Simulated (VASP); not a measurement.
# InP (F-43m) in VASP: notebook, part 2 of 2

VASP 6.6.1. The steps go on from the part before.

## (4) Single point, LDA

File INCAR:

```
PREC     = Accurate       # precision mode
ENCUT    = 500            # plane-wave cutoff, eV
EDIFF    = 1E-6           # SCF threshold, eV
ISMEAR   = 0              # smearing method
SIGMA    = 0.1            # smearing width, eV
LREAL    = False          # projectors in reciprocal space
LASPH    = True           # aspherical terms in the spheres
NELM     = 120            # most SCF steps
ALGO     = Normal         # electronic algorithm
ISIF     = 2              # what is computed and relaxed
LWAVE    = False          # write WAVECAR
LCHARG   = True           # write CHGCAR
GGA      = CA             # functional
LELF     = True           # ELF
LVHAR    = True         
NBANDS   = 16             # bands
GGA_COMPAT= False
```

File KPOINTS:

```
Automatic mesh
0
Gamma
  6 6 6
```

File POSCAR:

```
InP
1.0
    0.0000000000      2.9519763857      2.9519763857
    2.9519763857      0.0000000000      2.9519763857
    2.9519763857      2.9519763857      0.0000000000
In P
1 1
Direct
    0.6690000000      0.0530000000      0.4500000000
    0.9190000000      0.3030000000      0.7000000000
```

Potentials or basis: VASP PAW LDA potentials, release 64 (In_d, P).

The run is started by

```sh
cat potpaw_LDA.64/In_d/POTCAR potpaw_LDA.64/P/POTCAR > POTCAR
mpirun -np 1 vasp_std > vasp.out
```

OUTCAR:

```text
PREC = Accurate
   ENCUT = 500
   EDIFF = 1E-6
   ISMEAR = 0
   LREAL = False
   LASPH = True
   NELM = 120
   ISIF = 2
   GGA = CA

 ion  position               nearest neighbor table
   1  0.669  0.053  0.450-   2 2.56   2 2.56   2 2.56   2 2.56
   2  0.919  0.303  0.700-   1 2.56   1 2.56   1 2.56   1 2.56

  LATTYP: Found a face centered cubic cell.
 ALAT       =     5.9039527714

  Lattice vectors:

 A1 = (   0.0000000000,   2.9519763857,   2.9519763857)
 A2 = (   2.9519763857,   0.0000000000,   2.9519763857)
 A3 = (   2.9519763857,   2.9519763857,   0.0000000000)

Analysis of symmetry for initial positions (statically):
=====================================================================
 Subroutine PRICEL returns:
 Original cell was already a primitive cell.

 Routine SETGRP: Setting up the symmetry group for a
 face centered cubic supercell.

 Subroutine GETGRP returns: Found 24 space group operations
 (whereof  1 operations were pure point group operations)
 out of a pool of 48 trial point group operations.

The static configuration has the point symmetry C_1 .
 The point group associated with its full space group is T_d .

Analysis of symmetry for dynamics (positions and initial velocities):
=====================================================================
 Subroutine PRICEL returns:
 Original cell was already a primitive cell.

 Routine SETGRP: Setting up the symmetry group for a
 face centered cubic supercell.

 Subroutine GETGRP returns: Found 24 space group operations
 (whereof  1 operations were pure point group operations)
 out of a pool of 48 trial point group operations.

The dynamic configuration has the point symmetry C_1 .
 The point group associated with its full space group is T_d .

 Subroutine INISYM returns: Found 24 space group operations
 (whereof  1 operations are pure point group operations),
 and found     1 'primitive' translations

----------------------------------------------------------------------------------------

                                     Primitive cell

  volume of cell :      51.4480

  direct lattice vectors                    reciprocal lattice vectors
     0.000000000  2.951976386  2.951976386    -0.169378049  0.169378049  0.169378049
     2.951976386  0.000000000  2.951976386     0.169378049 -0.169378049  0.169378049
     2.951976386  2.951976386  0.000000000     0.169378049  0.169378049 -0.169378049

  length of vectors
     4.174725040  4.174725040  4.174725040     0.293371386  0.293371386  0.293371386

  position of ions in fractional coordinates (direct lattice)
     0.669000000  0.053000000  0.450000000
     0.919000000  0.303000000  0.700000000

  ion indices of the primitive-cell ions
   primitive index   ion index
                 1           1
                 2           2

----------------------------------------------------------------------------------------

 KPOINTS: Automatic mesh

Automatic generation of k-mesh.
 Grid dimensions read from file:
 generate k-points for:    6    6    6

 Generating k-lattice:

  Cartesian coordinates                     Fractional coordinates (reciprocal lattice)
    -0.028229675  0.028229675  0.028229675     0.166666667  0.000000000  0.000000000
     0.028229675 -0.028229675  0.028229675     0.000000000  0.166666667  0.000000000
     0.028229675  0.028229675 -0.028229675     0.000000000  0.000000000  0.166666667

  Length of vectors
     0.048895231  0.048895231  0.048895231

  Shift w.r.t. Gamma in fractional coordinates (k-lattice)
     0.000000000  0.000000000  0.000000000

 Subroutine IBZKPT returns following result:
 ===========================================

 Found     16 irreducible k-points:

 Following reciprocal coordinates:
            Coordinates               Weight
  0.000000  0.000000  0.000000      1.000000
  0.166667  0.000000  0.000000      8.000000
  0.333333  0.000000  0.000000      8.000000
  0.500000  0.000000  0.000000      4.000000
  0.166667  0.166667  0.000000      6.000000
  0.333333  0.166667  0.000000     24.000000
[... 8 lines left out ...]
 -0.333333  0.333333  0.166667     24.000000
 -0.333333  0.500000  0.166667     12.000000
   k-points           NKPTS =     16   k-points in BZ     NKDIM =     16   number of bands    NBANDS=     16
   number of dos      NEDOS =    301   number of ions     NIONS =      2
   total plane-waves  NPLWV =  27000
   dimension x,y,z NGX =    30 NGY =   30 NGZ =   30
   dimension x,y,z NGXF=    60 NGYF=   60 NGZF=   60
   ions per type =               1   1
   NGX,Y,Z   is equivalent  to a cutoff of  11.95, 11.95, 11.95 a.u.
   NGXF,Y,Z  is equivalent  to a cutoff of  23.89, 23.89, 23.89 a.u.
 SYSTEM =  unknown system
   PREC   = accura    normal or accurate (medium, high low for compatibility)
   ISTART =      0    job   : 0-new  1-cont  2-samecut
   ICHARG =      2    charge: 1-file 2-atom 10-const
   ISPIN  =      1    spin polarized calculation?
   LNONCOLLINEAR =      F non collinear calculations
   LSORBIT =      F    spin-orbit coupling
   LASPH  =      T    aspherical Exc in radial PAW
   ENCUT  =  500.0 eV  36.75 Ry    6.06 a.u.   7.61  7.61  7.61*2*pi/ulx,y,z
   NELM   =    120;   NELMIN=  2; NELMDL= -5     # of ELM steps
   EDIFF  = 0.1E-05   stopping-criterion for ELM
   LREAL  =      F    real-space projection
   EDIFFG = 0.1E-04   stopping-criterion for IOM
   NSW    =      0    number of steps for IOM
   IBRION =     -1    ionic relax: 0-MD 1-quasi-New 2-CG
   NFREE  =      0    steps in history (QN), initial steepest desc. (CG)
   ISIF   =      2    stress and relaxation
   ISYM   =      2    0-nonsym 1-usesym 2-fastsym
   POTIM  = 0.5000    time-step for ionic-motion
   TEBEG  =    0.0;   TEEND  =   0.0 temperature during run
   PSTRESS=    0.0 pullay stress
   NELECT =      18.0000    total number of electrons
   NUPDOWN=      -1.0000    fix difference up-down
   EMIN   =  10.00;   EMAX   =-10.00  energy-range for DOS
   EFERMI =   0.00;   METHOD = LEGACY
   ISMEAR =     0;   SIGMA  =   0.10  broadening in eV -4-tet -1-fermi 0-gaus
   EFERMI_NEDOS =   21; number of points for ismear=-14 and -15
   IALGO  =     38    algorithm
   IMIX   =      4    mixing-type and parameters
     AMIX     =   0.40;   BMIX     =  1.00
     AMIX_MAG =   1.60;   BMIX_MAG =  1.00
  volume/ion in A,a.u.               =      25.72       173.59
  Fermi-wavevector in a.u.,A,eV,Ry     =   1.153567  2.179925 18.105499  1.330717
  Thomas-Fermi vector in A             =   2.290210
   LORBIT       =      0    0 simple, 1 ext, 2 COOP (PROOUT), +10 PAW based schemes
   GGA     = CA    functional components
   LHFCALC =     F    Hartree Fock is set to
   AEXX    =    0.0000 exact exchange contribution
   IVDW    =     0    specifies the selected vdW correction
   LEPSILON=     F    determine dielectric tensor
   LRPA    =     F    only Hartree local field effects (RPA)
 non-spin polarized calculation
 Gauss-broadening in eV      SIGMA  =   0.10
  energy-cutoff  :      500.00
  volume of cell :       51.45
 maximum number of plane-waves:      1315
   NGX = 15   NGY = 15   NGZ = 15

 number of electron      17.9999999 magnetization

 Free energy of the ion-electron system (eV)
  ---------------------------------------------------
  ext. energy  EPLUGINS =         0.00000000
  ---------------------------------------------------
  free energy    TOTEN  =        -9.64399624 eV

  energy without entropy =       -9.64397562  energy(sigma->0) =       -9.64398593

 E-fermi :   4.9839     XC(G=0):  -9.5152

 val. band max:        4.7771072765   @ k =   0.0000   0.0000   0.0000
 cond. band min:       5.1652591628   @ k =   0.0000   0.0000   0.0000
 fundamental gap:      0.3881518863
 Fermi energy:         4.9839300756

 k-point     1 :       0.0000    0.0000    0.0000
  band No.  band energies     occupation
      1      -9.3739      2.00000
      2      -9.3739      2.00000
      3      -9.3739      2.00000
      4      -9.2300      2.00000
      5      -9.2300      2.00000
      6      -6.6210      2.00000
[... 8 lines left out ...]
     15      14.1869      0.00000
     16      14.1869      0.00000
[... 267 lines left out ...]
 k-point    16 :      -0.3333    0.5000    0.1667
  band No.  band energies     occupation
      1      -9.5220      2.00000
      2      -9.3065      2.00000
      3      -9.2828      2.00000
      4      -9.2572      2.00000
      5      -9.2094      2.00000
      6      -4.2366      2.00000
[... 8 lines left out ...]
     15      15.9087      0.00000
     16      16.5522      0.00000

------------------------ aborting loop because EDIFF is reached ----------------------------------------

  FORCE on cell =-STRESS in cart. coord.  units (eV):
  Direction    XX          YY          ZZ          XY          YZ          ZX
  --------------------------------------------------------------------------------------
  -------------------------------------------------------------------------------------
  Total       -0.8241371     -0.8241371     -0.8241371     -0.0000000      0.0000000      0.0000000
  in kB      -25.6650092    -25.6650092    -25.6650092     -0.0000000      0.0000000      0.0000000
  external PRESSURE =     -25.6650092 kB  Pullay stress =       0.0000000 kB

 VOLUME and BASIS-vectors are now :
 -----------------------------------------------------------------------------
  energy-cutoff  :      500.00
  volume of cell :       51.45
      direct lattice vectors                 reciprocal lattice vectors
     0.000000000  2.951976386  2.951976386    -0.169378049  0.169378049  0.169378049
     2.951976386  0.000000000  2.951976386     0.169378049 -0.169378049  0.169378049
     2.951976386  2.951976386  0.000000000     0.169378049  0.169378049 -0.169378049

 POSITION                                       TOTAL-FORCE (eV/Angst)
 -----------------------------------------------------------------------------------
      1.48484      3.30326      2.13133        -0.000000     -0.000000     -0.000000
      2.96083      4.77925      3.60732         0.000000      0.000000      0.000000
 -----------------------------------------------------------------------------------
    total drift:                                0.000035      0.000026      0.000074

  FREE ENERGIE OF THE ION-ELECTRON SYSTEM (eV)
  ---------------------------------------------------
  free  energy   TOTEN  =        -9.6439962442 eV

  energy  without entropy=       -9.6439756212  energy(sigma->0) =       -9.64398593
```

It took 14 s on 1 thread of Intel Xeon 6975P-C, shared host; peak memory 0.15 GiB.

Results:

```
Free energy            : -9.6440 eV
Pressure               : -2.6 GPa
Band gap on the k mesh : 0.39 eV, direct
```

Caveat: spin-orbit coupling is left out, which moves the levels of the heavy elements.

## (5) Single point, PBE, collinear spin, zero start

File INCAR:

```
PREC     = Accurate       # precision mode
ENCUT    = 500            # plane-wave cutoff, eV
EDIFF    = 1E-6           # SCF threshold, eV
ISMEAR   = 0              # smearing method
SIGMA    = 0.1            # smearing width, eV
LREAL    = F              # projectors in reciprocal space
LASPH    = T              # aspherical terms in the spheres
NELM     = 200            # most SCF steps
ALGO     = Normal         # electronic algorithm
ISIF     = 2              # what is computed and relaxed
LWAVE    = F              # write WAVECAR
LCHARG   = T              # write CHGCAR
ISPIN    = 2              # spin polarisation
MAGMOM   = 0 0            # initial moments
LORBIT   = 11             # projections on sites
GGA      = PE             # functional
LELF     = T              # ELF
LVHAR    = T            
NBANDS   = 20             # bands
GGA_COMPAT= F
```

File KPOINTS:

```
Automatic mesh
0
Gamma
  4 4 4
```

File POSCAR:

```
InP
1.0
    0.0000000000      2.9519763857      2.9519763857
    2.9519763857      0.0000000000      2.9519763857
    2.9519763857      2.9519763857      0.0000000000
In P
1 1
Direct
    0.0000000000      0.0000000000      0.0000000000
    0.2500000000      0.2500000000      0.2500000000
```

Potentials or basis: VASP PAW PBE potentials, release 64 (In_d, P).

The run is started by

```sh
cat potpaw_PBE.64/In_d/POTCAR potpaw_PBE.64/P/POTCAR > POTCAR
mpirun -np 1 vasp_std > vasp.out
```

It took 20 s on 1 thread of Intel Xeon 6975P-C, shared host; peak memory 0.19 GiB.

It converged, with:

```
Free energy                                           : -8.2910 eV
Pressure                                              : 1.9 GPa
Band gap on the k mesh                                : 0.58 eV, direct
Net moment                                            : 0.00 μB per cell
Valence electrons inside the program's atomic spheres : In 11.46; P 2.52
```

Levels at points of the mesh, in eV from the valence-band top:
Spin up:
| k point | band 6 | band 7 | band 8 | band 9 | band 10 | band 11 | band 12 | band 13 |
| --- | --- | --- | --- | --- | --- | --- | --- | --- |
| (0.00, 0.00, 0.00) | -11.37 | 0.00 | 0.00 | 0.00 | 0.58 | 4.06 | 4.06 | 4.06 |
| (0.50, 0.00, 0.00) | -9.72 | -5.64 | -0.95 | -0.95 | 1.43 | 4.78 | 4.78 | 7.04 |
| (0.50, 0.50, 0.00) | -9.08 | -5.68 | -2.26 | -2.26 | 1.77 | 2.25 | 9.08 | 9.43 |
Spin down:
| k point | band 5 | band 6 | band 7 | band 8 | band 9 | band 10 | band 11 | band 12 | band 13 | band 14 |
| --- | --- | --- | --- | --- | --- | --- | --- | --- | --- | --- |
| (0.00, 0.00, 0.00) | -14.05 | -11.37 | 0.00 | 0.00 | 0.00 | 0.58 | 4.06 | 4.06 | 4.06 | 8.46 |
| (0.50, 0.00, 0.00) | -14.04 | -9.72 | -5.64 | -0.95 | -0.95 | 1.43 | 4.78 | 4.78 | 7.04 | 9.37 |
| (0.50, 0.50, 0.00) | -14.02 | -9.08 | -5.68 | -2.26 | -2.26 | 1.77 | 2.25 | 9.08 | 9.43 | 9.43 |

Caveat: the k points lie up to 0.46 Å⁻¹ apart; spin-orbit coupling is left out, which moves the levels of the heavy elements. As with any semilocal functional, this PBE gap is likely too small.

## (6) The runs side by side

```csv
level,potentials or basis,spin,U,k mesh,smearing,LDAUTYPE,hund's J,gap on the mesh (eV),pressure (GPa),moment (μB)
PBE,"VASP PAW PBE potentials, release 64 (In_d, P)","collinear, ferromagnetic start",-,2 × 2 × 2,gaussian 0.1 eV,-,-,0.48,5.5,0.00
PBE+U,"VASP PAW PBE potentials, release 64 (In_d, P)",off,"In d U = 6.4 eV, J = 0.62 eV",4 × 4 × 4,gaussian 0.01 eV,1,0.62,0.81,-0.1,-
LDA,"VASP PAW LDA potentials, release 64 (In_d, P)",off,-,6 × 6 × 6,gaussian 0.1 eV,-,-,0.39,-2.6,-
PBE,"VASP PAW PBE potentials, release 64 (In_d, P)","collinear, zero start",-,4 × 4 × 4,gaussian 0.1 eV,-,-,0.58,1.9,0.00
```

Alike in all rows: task single point; cell as given; cutoff (eV) 500.

Caveats: some runs use coarse meshes; spin-orbit coupling is left out, which moves the levels of the heavy elements; the U is typed as a test and isn't derived for this compound (some runs).

Total energies depend on the potentials used, so only differences within one code and one set of settings carry meaning.
